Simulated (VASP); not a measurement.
Here is a VASP 6.6.1 calculation.

The input INCAR:

```
PREC = Accurate
ENCUT = 520
EDIFF = 1E-6
ISMEAR = 0
SIGMA = 0.1
LREAL = F
LASPH = T
NELM = 60
ALGO = Fast
ISIF = 2
LWAVE = F
LCHARG = F
LDIPOL = T
IDIPOL = 3
DIPOL = 0.5 0.5 0.500
GGA = PS
NBANDS = 42
```

The input KPOINTS:

```
regular mesh
0
Gamma
  15 15 1
```

File POSCAR:

```
Cu
1.0
    2.5205910253      0.0000000000      0.0000000000
   -1.2602955127      2.1828958605      0.0000000000
    0.0000000000      0.0000000000     25.2913081671
Cu
6
Direct
    0.6666666667      0.3333333333      0.2965745769
    0.3333333333      0.6666666667      0.3774460464
    0.6666666667      0.3333333333      0.4590026332
    0.3333333333      0.6666666667      0.5409973566
    0.6666666667      0.3333333333      0.6225539518
    0.3333333333      0.6666666667      0.7034254350
```

Potentials or basis: VASP PAW PBE potentials, release 64 (Cu).

The run is started by

```sh
$ cat potpaw_PBE.64/Cu/POTCAR > POTCAR
$ mpirun -np 1 vasp_std > vasp.out
```

Task: Estimate the band gap on the k mesh.

Result: Zero (band 33 reaches 5.00 eV, above the bottom of band 34 at -0.28 eV).

Task: What does it give for the largest force?

Result: 0.023 eV/Å.

Forces in eV/Å, atoms in the order of the input:
```
Cu   0.000  0.000 -0.023
Cu   0.000  0.000 -0.001
Cu   0.000  0.000 -0.002
Cu   0.000  0.000  0.002
Cu   0.000  0.000  0.001
Cu   0.000  0.000  0.023
```

Caveat: the PAW data sets were made with another functional, which shifts forces and pressure a little.
